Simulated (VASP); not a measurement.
Write the native input for VASP 6.6.1 that does the following.

```
Task                   : single point
Functional             : r2SCAN
Potentials or basis    : VASP PAW PBE potentials, release 64 (V_sv)
Cutoff                 : 520 eV
k mesh                 : 13 × 13 × 13
Occupations            : fermi-dirac, width 0.1 eV
Spin                   : collinear spin, ferromagnetic start
Starting moments       : [0.15] μB
Fixed moment           : 0.15 μB
Dipole correction      : no
Further INCAR settings : ALGO = Normal; EDIFF = 1e-07; NBANDS = 16
```

The system is V.

```
V
1.0
    -1.51390    1.51390    1.51390
     1.51390   -1.51390    1.51390
     1.51390    1.51390   -1.51390
V
1
Direct
  0.00000 0.00000 0.00000
```

The input as run:

POSCAR

```
V
1.0
   -1.5139000000      1.5139000000      1.5139000000
    1.5139000000     -1.5139000000      1.5139000000
    1.5139000000      1.5139000000     -1.5139000000
V
1
Direct
    0.0000000000      0.0000000000      0.0000000000
```

INCAR.step1

```
SYSTEM = V
PREC = Accurate
ENCUT = 520
ISMEAR = -1
SIGMA = 0.1
LREAL = .False.
LASPH = .True.
NELM = 150
ISPIN = 2
MAGMOM = 0.15
NUPDOWN = 0.15
LMAXMIX = 4
NBANDS = 16
GGA = PE
ALGO = Normal
EDIFF = 1E-4
LWAVE = .True.
LCHARG = .False.
```

INCAR.step2

```
SYSTEM = V
PREC = Accurate
ENCUT = 520
EDIFF = 1E-7
ISMEAR = -1
SIGMA = 0.1
LREAL = .False.
LASPH = .True.
NELM = 150
ALGO = Normal
ISIF = 2
LWAVE = .False.
LCHARG = .False.
ISPIN = 2
MAGMOM = 0.15
LORBIT = 11
NUPDOWN = 0.15
LMAXMIX = 4
METAGGA = R2SCAN
LMIXTAU = .True.
NBANDS = 16
ISTART = 1
```

KPOINTS

```
Automatic mesh
0
Gamma
  13 13 13
  0 0 0
```

Potentials or basis: VASP PAW PBE potentials, release 64 (V_sv).

Command:

```console
$ cat potpaw_PBE.64/V_sv/POTCAR > POTCAR
$ cp INCAR.step1 INCAR
$ mpirun -np 1 vasp_std > vasp.out
$ cp INCAR.step2 INCAR
$ mpirun -np 1 vasp_std > vasp.out
```

It gave:

The pressure is -7.0 GPa, the net moment is 0.15 μB per cell and the site moments are V +0.13 μB. The valence electrons inside the program's atomic spheres are V 11.57.

Caveat: the PAW data sets were made with another functional, which shifts forces and pressure a little; the total moment is fixed, so each spin has its own Fermi level.

It took 3.4 min on 1 thread of Intel(R) Xeon(R) Platinum 8375C CPU @ 2.90GHz (Ice Lake), on a shared host, peak memory 0.15 GiB.
